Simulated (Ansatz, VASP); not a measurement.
AlGa3N4: VASP beside Ansatz

```
Al Ga N
1.0
     5.14235    0.00000    0.00012
     0.00000    3.16498    0.00000
    -0.00359    0.00000    5.27305
Al Ga N
1 3 4
Direct
  0.00060 0.50000 0.66736
  0.49912 0.50000 0.33492
  0.49903 0.00000 0.83156
  0.99986 0.00000 0.16618
  0.11967 0.50000 0.34010
  0.11765 0.00000 0.82638
  0.62044 0.00000 0.16622
  0.63123 0.50000 0.66730
```

Change from the starting cell: strain -0.0375 x Voigt [0, 0, 1, 0, 0, 0], atoms carried along.

Alike in both runs: task single point; functional PBEsol; k mesh 6 × 8 × 6; occupations gaussian, width 0.05 eV; no spin polarisation.

|  | VASP | Ansatz |
| --- | --- | --- |
| version | VASP 6.6.1 | Ansatz 0.2.0 |
| potentials or method | VASP PAW PBE potentials, release 64 (Al, Ga_d, N), cutoff 520 eV | scalar-relativistic, plane waves, PAW |
| valence electrons in the cell | 62 | 62 |

|  | VASP | Ansatz | Ansatz less VASP |
| --- | --- | --- | --- |
| gap on the k mesh at the Fermi level (eV) | 2.51 | 2.49 | -0.019 |
| least direct gap on the mesh (eV) | 2.51 | 2.49 | -0.019 |
| pressure (GPa) | 8.1 | 8.3 | +0.18 |
| traceless stress, the component that is largest in VASP (GPa) | 9.62 | 9.62 | -0.002 |
| rms of the force components (eV/Å) | 0.302 | 0.305 | +0.0028 |

VASP's potentials were made for PBE, not for PBEsol. Atom by atom the forces differ by 0.008 eV/Å (rms over components). The functional is the same, so the differences come from potentials, cutoffs and numerics.
